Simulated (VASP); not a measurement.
# ScF3 (P4mm) in VASP: a series of runs

ScF3 is run at these levels: LDA; tasks: single point.

All numbers are computed with VASP 6.6.1; they aren't measurements. Logs are shortened: lines on timing, memory, paths and dates and some standing lists are left out, and cuts for length are marked.

## Step 1: The cell of the first run

Symmetry: P4mm, No. 99, tetragonal system. Conventional cell: a = 4.012 Å, b = 4.012 Å, c = 4.012 Å, α = 90.00°, β = 90.00°, γ = 90.00°. Sc (site symmetry 4mm) has 6 F at 1.81 to 2.21 Å within 2.4 Å. Within 2.4 Å of F (site symmetry 4mm) lie 2 Sc at 1.81 to 2.21 Å. Within 2.7 Å of F (site symmetry 2mm) lie 2 Sc at 2.02 Å.

## Step 2: Single point, LDA

Input file INCAR:

```
PREC = Accurate
ENCUT = 520
EDIFF = 1E-6
ISMEAR = 0
SIGMA = 0.05
LREAL = False
LASPH = True
NELM = 80
ALGO = Normal
ISIF = 2
LWAVE = False
LCHARG = False
NBANDS = 24
```

Input file KPOINTS:

```
Automatic mesh
0
Gamma
  6 6 6
```

Input file POSCAR:

```
ScF3
1.0
    4.0124500000      0.0000000000      0.0000000000
    0.0000000000      4.0124500000      0.0000000000
    0.0000000000      0.0000000000      4.0124500000
Sc F
1 3
Direct
    0.0000000000      0.0000000000      0.0000000000
    0.5498448579      0.0000000000      0.0000000000
    0.0498448579      0.5000000000      0.0000000000
    0.0498448579      0.0000000000      0.5000000000
```

Potentials or basis: VASP PAW LDA potentials, release 64 (Sc_sv, F).

Run with:

```
> cat potpaw_LDA.64/Sc_sv/POTCAR potpaw_LDA.64/F/POTCAR > POTCAR
> mpirun -np 1 vasp_std > vasp.out
```

OUTCAR:

```text
PREC = Accurate
   ENCUT = 520
   EDIFF = 1E-6
   ISMEAR = 0
   LREAL = False
   LASPH = True
   NELM = 80
   ISIF = 2

 ion  position               nearest neighbor table
   1  0.000  0.000  0.000-   2 1.81   3 2.02   4 2.02   4 2.02   3 2.02   2 2.21
   2  0.550  0.000  0.000-   1 1.81   1 2.21
   3  0.050  0.500  0.000-   1 2.02   1 2.02
   4  0.050  0.000  0.500-   1 2.02   1 2.02

  LATTYP: Found a simple cubic cell.
 ALAT       =     4.0124500000

  Lattice vectors:

 A1 = (   4.0124500000,   0.0000000000,   0.0000000000)
 A2 = (   0.0000000000,   4.0124500000,   0.0000000000)
 A3 = (   0.0000000000,   0.0000000000,   4.0124500000)

Analysis of symmetry for initial positions (statically):
=====================================================================
 Subroutine PRICEL returns:
 Original cell was already a primitive cell.

 Routine SETGRP: Setting up the symmetry group for a
 simple cubic supercell.

 Subroutine GETGRP returns: Found  8 space group operations
 (whereof  8 operations were pure point group operations)
 out of a pool of 48 trial point group operations.

The static configuration has the point symmetry C_4v.

Analysis of symmetry for dynamics (positions and initial velocities):
=====================================================================
 Subroutine PRICEL returns:
 Original cell was already a primitive cell.

 Routine SETGRP: Setting up the symmetry group for a
 simple cubic supercell.

 Subroutine GETGRP returns: Found  8 space group operations
 (whereof  8 operations were pure point group operations)
 out of a pool of 48 trial point group operations.

The dynamic configuration has the point symmetry C_4v.

 Subroutine INISYM returns: Found  8 space group operations
 (whereof  8 operations are pure point group operations),
 and found     1 'primitive' translations

----------------------------------------------------------------------------------------

                                     Primitive cell

  volume of cell :      64.5995

  direct lattice vectors                    reciprocal lattice vectors
     4.012450000  0.000000000  0.000000000     0.249224289  0.000000000  0.000000000
     0.000000000  4.012450000  0.000000000     0.000000000  0.249224289  0.000000000
     0.000000000  0.000000000  4.012450000     0.000000000  0.000000000  0.249224289

  length of vectors
     4.012450000  4.012450000  4.012450000     0.249224289  0.249224289  0.249224289

  position of ions in fractional coordinates (direct lattice)
     0.000000000  0.000000000  0.000000000
[... 85 lines left out ...]
   NSW    =      0    number of steps for IOM
   IBRION =     -1    ionic relax: 0-MD 1-quasi-New 2-CG
   NFREE  =      0    steps in history (QN), initial steepest desc. (CG)
   ISIF   =      2    stress and relaxation
   ISYM   =      2    0-nonsym 1-usesym 2-fastsym
   POTIM  = 0.5000    time-step for ionic-motion
   TEBEG  =    0.0;   TEEND  =   0.0 temperature during run
   PSTRESS=    0.0 pullay stress
   NELECT =      32.0000    total number of electrons
   NUPDOWN=      -1.0000    fix difference up-down
   EMIN   =  10.00;   EMAX   =-10.00  energy-range for DOS
   EFERMI =   0.00;   METHOD = LEGACY
   ISMEAR =     0;   SIGMA  =   0.05  broadening in eV -4-tet -1-fermi 0-gaus
   EFERMI_NEDOS =   21; number of points for ismear=-14 and -15
   IALGO  =     38    algorithm
   IMIX   =      4    mixing-type and parameters
     AMIX     =   0.40;   BMIX     =  1.00
     AMIX_MAG =   1.60;   BMIX_MAG =  1.00
  volume/ion in A,a.u.               =      16.15       108.98
  Fermi-wavevector in a.u.,A,eV,Ry     =   1.295334  2.447827 22.829091  1.677891
  Thomas-Fermi vector in A             =   2.426861
   LORBIT       =      0    0 simple, 1 ext, 2 COOP (PROOUT), +10 PAW based schemes
   GGA     = CA    functional components
   LHFCALC =     F    Hartree Fock is set to
   AEXX    =    0.0000 exact exchange contribution
   IVDW    =     0    specifies the selected vdW correction
   LEPSILON=     F    determine dielectric tensor
   LRPA    =     F    only Hartree local field effects (RPA)
 non-spin polarized calculation
 Gauss-broadening in eV      SIGMA  =   0.05
  energy-cutoff  :      520.00
  volume of cell :       64.60
 maximum number of plane-waves:      1755
 NGX is ok and might be reduce to    30
   NGX = 15   NGY = 15   NGZ = 15

 number of electron      31.9999963 magnetization

 Free energy of the ion-electron system (eV)
  ---------------------------------------------------
  ext. energy  EPLUGINS =         0.00000000
  ---------------------------------------------------
  free energy    TOTEN  =       -29.35117687 eV

  energy without entropy =      -29.35117687  energy(sigma->0) =      -29.35117687

 E-fermi :  -3.4751     XC(G=0):  -8.8646

 val. band max:       -3.7484864802   @ k =   0.5000   0.5000   0.5000
 cond. band min:       2.4926484068   @ k =   0.0000   0.0000   0.0000
 fundamental gap:      6.2411348870
 Fermi energy:        -3.4751313399

 k-point     1 :       0.0000    0.0000    0.0000
  band No.  band energies     occupation
      1     -48.9565      2.00000
      2     -28.3784      2.00000
      3     -27.9714      2.00000
      4     -27.9714      2.00000
      5     -23.4942      2.00000
      6     -23.1233      2.00000
[... 637 lines left out ...]
     23       9.1556      0.00000
     24      11.3916      0.00000

 [... further k-points ...]

------------------------ aborting loop because EDIFF is reached ----------------------------------------

  FORCE on cell =-STRESS in cart. coord.  units (eV):
  Direction    XX          YY          ZZ          XY          YZ          ZX
  --------------------------------------------------------------------------------------
  -------------------------------------------------------------------------------------
  Total        2.6310255     -1.2164632     -1.2164632      0.0000000     -0.0000000      0.0000000
  in kB       65.2539404    -30.1703702    -30.1703702      0.0000000     -0.0000000      0.0000000
  external PRESSURE =       1.6377333 kB  Pullay stress =       0.0000000 kB

 VOLUME and BASIS-vectors are now :
 -----------------------------------------------------------------------------
  energy-cutoff  :      520.00
  volume of cell :       64.60
      direct lattice vectors                 reciprocal lattice vectors
     4.012450000  0.000000000  0.000000000     0.249224289  0.000000000  0.000000000
     0.000000000  4.012450000  0.000000000     0.000000000  0.249224289  0.000000000
     0.000000000  0.000000000  4.012450000     0.000000000  0.000000000  0.249224289

 POSITION                                       TOTAL-FORCE (eV/Angst)
 -----------------------------------------------------------------------------------
      0.00000      0.00000      0.00000         2.704493     -0.000000      0.000000
      2.20623      0.00000      0.00000        -2.499726     -0.000000      0.000000
      0.20000      2.00623      0.00000        -0.102383      0.000000     -0.000000
      0.20000      0.00000      2.00623        -0.102383      0.000000     -0.000000
 -----------------------------------------------------------------------------------
    total drift:                                0.000407      0.000000     -0.000000

  FREE ENERGIE OF THE ION-ELECTRON SYSTEM (eV)
  ---------------------------------------------------
  free  energy   TOTEN  =       -29.3511768704 eV

  energy  without entropy=      -29.3511768704  energy(sigma->0) =      -29.35117687
```

OSZICAR:

```text
N       E                     dE             d eps       ncg     rms          rms(c)
DAV:   1     0.400288103979E+03    0.40029E+03   -0.15138E+04  1944   0.137E+03
DAV:   2     0.118676322217E+01   -0.39910E+03   -0.37569E+03  2512   0.430E+02
DAV:   3    -0.330685742773E+02   -0.34255E+02   -0.33916E+02  2856   0.153E+02
DAV:   4    -0.336896995297E+02   -0.62113E+00   -0.62090E+00  2296   0.198E+01
DAV:   5    -0.337117474075E+02   -0.22048E-01   -0.22042E-01  2648   0.357E+00    0.177E+01
DAV:   6    -0.294983663121E+02    0.42134E+01   -0.12181E+01  2888   0.494E+01    0.811E+00
DAV:   7    -0.294099415540E+02    0.88425E-01   -0.82938E-01  2280   0.645E+00    0.471E+00
DAV:   8    -0.293598313955E+02    0.50110E-01   -0.25045E-01  2960   0.544E+00    0.886E-01
DAV:   9    -0.293514487736E+02    0.83826E-02   -0.66618E-02  2128   0.189E+00    0.373E-01
DAV:  10    -0.293510853845E+02    0.36339E-03   -0.60153E-03  2648   0.116E+00    0.118E-01
DAV:  11    -0.293511801418E+02   -0.94757E-04   -0.72061E-04  2760   0.501E-01    0.789E-02
DAV:  12    -0.293511744213E+02    0.57205E-05   -0.11245E-04  2592   0.199E-01    0.101E-02
DAV:  13    -0.293511760739E+02   -0.16527E-05   -0.12267E-05  2392   0.282E-02    0.437E-03
DAV:  14    -0.293511772427E+02   -0.11688E-05   -0.12474E-06  1480   0.198E-02    0.456E-03
DAV:  15    -0.293511768704E+02    0.37229E-06   -0.60885E-07  1528   0.193E-02
   1 F= -.29351177E+02 E0= -.29351177E+02  d E =-.503320E-16
```

stdout:

```text
POSCAR found type information on POSCAR ScF
 POSCAR found :  2 types and       4 ions
 scaLAPACK will be used
 LDA part: xc-table for (Slater(with rela. corr.)+CA(PZ))
 , standard interpolation
 POSCAR, INCAR and KPOINTS ok, starting setup
 FFT: planning ... GRIDC
 FFT: planning ... GRID_SOFT
 FFT: planning ... GRID
 WAVECAR not read
 entering main loop
```

It took 29 s on 1 thread of Intel Xeon Platinum 8488C (Sapphire Rapids), shared host; peak memory 0.18 GiB.

What came out:

```yaml
Free_energy: -29.3512 eV
Pressure: 0.2 GPa
Largest_force: 2.704 eV/Å
Band_gap_on_the_k_mesh: 6.24 eV, indirect (least direct gap 6.80 eV)
```

Forces on the atoms (eV/Å):
```
Sc   2.704  0.000  0.000
F   -2.500  0.000  0.000
F   -0.102  0.000  0.000
F   -0.102  0.000  0.000
```

Stress tensor (GPa, compression positive):
```
 6.53  0.00  0.00
 0.00 -3.02  0.00
 0.00  0.00 -3.02
```

Levels at points of the mesh, in eV from the valence-band top:
```
           k point  band 14  band 15  band 16  band 17  band 18  band 19
(0.00, 0.00, 0.00)    -0.65    -0.56    -0.56     6.24     6.52     6.52
(0.50, 0.00, 0.00)    -0.78    -0.54    -0.54     6.28     7.36     7.36
(0.00, 0.50, 0.00)    -1.03    -0.85    -0.72     6.56     7.12     7.18
(0.50, 0.50, 0.00)    -0.99    -0.97    -0.23     7.15     7.40     7.84
(0.00, 0.50, 0.50)    -1.06    -1.06    -0.01     7.21     7.21     7.75
(0.50, 0.50, 0.50)    -0.23    -0.23     0.00     7.77     7.88     7.88
```

Caveat: the cell differs from its parent crystal (all F atoms moved -0.200 Å, as atom 2 towards its neighbour atom 1 (Sc) at 2.006 Å); forces of over 1 eV/Å act on the atoms, so gaps and moduli don't describe the material at rest.

## Step 3: Single point, LDA

Input file INCAR:

```
SYSTEM = ScF3
PREC = Accurate
ENCUT = 520
EDIFF = 1E-6
ISMEAR = 0
SIGMA = 0.05
LREAL = .False.
LASPH = .True.
NELM = 60
ALGO = Normal
ISIF = 2
LWAVE = .False.
LCHARG = .False.
GGA = CA
NBANDS = 24
```

Input file KPOINTS:

```
regular mesh
0
Gamma
  6 6 6
  0 0 0
```

Input file POSCAR:

```
ScF3
1.0
    4.0124500000      0.0000000000      0.0000000000
    0.0000000000      4.0124500000      0.0000000000
    0.0000000000      0.0000000000      4.0124500000
Sc F
1 3
Direct
    0.0000000000      0.0000000000      0.0000000000
    0.4626163566      0.0000000000      0.0000000000
   -0.0373836434      0.5000000000      0.0000000000
   -0.0373836434      0.0000000000      0.5000000000
```

Potentials or basis: VASP PAW LDA potentials, release 64 (Sc_sv, F).

Run with:

```
> cat potpaw_LDA.64/Sc_sv/POTCAR potpaw_LDA.64/F/POTCAR > POTCAR
> mpirun -np 1 vasp_std > vasp.out
```

Wall time 35 s (1 thread of Intel Xeon Platinum 8488C (Sapphire Rapids), shared host); peak memory 0.17 GiB.

The run converged. Its results:

| Item | Value |
| --- | --- |
| Free energy | -29.4614 eV |
| Pressure | -1.0 GPa |
| Largest force | 1.750 eV/Å |
| Band gap on the k mesh | 6.22 eV, indirect (least direct gap 6.77 eV) |

Forces on the atoms (eV/Å):
```
Sc  -1.750  0.000  0.000
F    1.620  0.000  0.000
F    0.065  0.000  0.000
F    0.065  0.000  0.000
```

Stress tensor (GPa, compression positive):
```
 2.57  0.00  0.00
 0.00 -2.73  0.00
 0.00  0.00 -2.73
```

Levels at points of the mesh, in eV from the valence-band top:
```
           k point  band 12  band 13  band 14  band 15  band 16  band 17  band 18  band 19  band 20  band 21
(0.00, 0.00, 0.00)    -0.86    -0.69    -0.62    -0.55    -0.55     6.22     6.38     6.38     7.51     7.99
(0.50, 0.00, 0.00)    -1.32    -1.26    -0.75    -0.54    -0.54     6.26     7.25     7.25     8.03     9.17
(0.00, 0.50, 0.00)    -1.17    -1.16    -0.83    -0.81    -0.65     6.42     7.11     7.15     8.11     9.10
(0.50, 0.50, 0.00)    -1.19    -1.15    -0.98    -0.96    -0.14     7.15     7.29     7.82     8.68    10.68
(0.00, 0.50, 0.50)    -1.31    -1.31    -1.06    -1.06    -0.01     7.18     7.18     7.77     8.61    10.66
(0.50, 0.50, 0.50)    -2.43    -2.30    -0.13    -0.13     0.00     7.80     7.86     7.86    10.66    10.70
```

Caveat: the cell differs from its parent crystal (all F atoms moved +0.150 Å, as atom 2 towards its neighbour atom 1 (Sc) at 2.006 Å); forces of over 1 eV/Å act on the atoms, so gaps and moduli don't describe the material at rest.

## Step 4: Single point, LDA

Input file INCAR:

```
ALGO = Normal
EDIFF = 1E-6
ENCUT = 520
ISIF = 2
ISMEAR = 0
LASPH = True
LCHARG = True
LELF = True
LREAL = False
LVHAR = True
LWAVE = False
NBANDS = 24
NELM = 60
PREC = Accurate
SIGMA = 0.05
```

Input file KPOINTS:

```
k-points
0
Gamma
  6 6 6
```

Input file POSCAR:

```
ScF3
1.0
    4.0124500000      0.0000000000      0.0000000000
    0.0000000000      4.0124500000      0.0000000000
    0.0000000000      0.0000000000      4.0124500000
Sc F
1 3
Direct
    0.0000000000      0.0000000000      0.0000000000
    0.4563857494      0.0000000000      0.0000000000
   -0.0436142506      0.5000000000      0.0000000000
   -0.0436142506      0.0000000000      0.5000000000
```

Run with:

```
> cat potpaw_LDA.64/Sc_sv/POTCAR potpaw_LDA.64/F/POTCAR > POTCAR
> mpirun -np 1 vasp_std > vasp.out
```

It took 41 s on 1 thread of Intel Xeon Platinum 8488C (Sapphire Rapids), shared host; peak memory 0.17 GiB.

It converged, with:

| Property | Result |
| --- | --- |
| Free energy | -29.4123 eV |
| Pressure | -0.4 GPa |
| Largest force | 2.193 eV/Å |
| Band gap on the k mesh | 6.23 eV, indirect (least direct gap 6.78 eV) |

Forces in eV/Å, atoms in the order of the input:
```
Sc  -2.193  0.000  0.000
F    2.028  0.000  0.000
F    0.082  0.000  0.000
F    0.082  0.000  0.000
```

Stress tensor (GPa, compression positive):
```
 4.41  0.00  0.00
 0.00 -2.84  0.00
 0.00  0.00 -2.84
```

Levels at points of the mesh, in eV from the valence-band top:
| k point | band 13 | band 14 | band 15 | band 16 | band 17 | band 18 | band 19 | band 20 |
| --- | --- | --- | --- | --- | --- | --- | --- | --- |
| (0.00, 0.00, 0.00) | -0.74 | -0.63 | -0.56 | -0.56 | 6.23 | 6.45 | 6.45 | 7.47 |
| (0.50, 0.00, 0.00) | -1.26 | -0.76 | -0.54 | -0.54 | 6.27 | 7.31 | 7.31 | 8.04 |
| (0.00, 0.50, 0.00) | -1.16 | -0.92 | -0.83 | -0.68 | 6.48 | 7.11 | 7.17 | 8.15 |
| (0.50, 0.50, 0.00) | -1.14 | -0.99 | -0.97 | -0.18 | 7.15 | 7.34 | 7.83 | 8.70 |
| (0.00, 0.50, 0.50) | -1.40 | -1.06 | -1.06 | -0.01 | 7.20 | 7.20 | 7.76 | 8.61 |
| (0.50, 0.50, 0.50) | -2.30 | -0.18 | -0.18 | 0.00 | 7.79 | 7.87 | 7.87 | 10.62 |

Caveat: the cell differs from its parent crystal (all F atoms moved +0.175 Å, as atom 2 towards its neighbour atom 1 (Sc) at 2.006 Å); forces of over 1 eV/Å act on the atoms, so gaps and moduli don't describe the material at rest. A k mesh can miss the band edges.

[end of part 1 of 2]
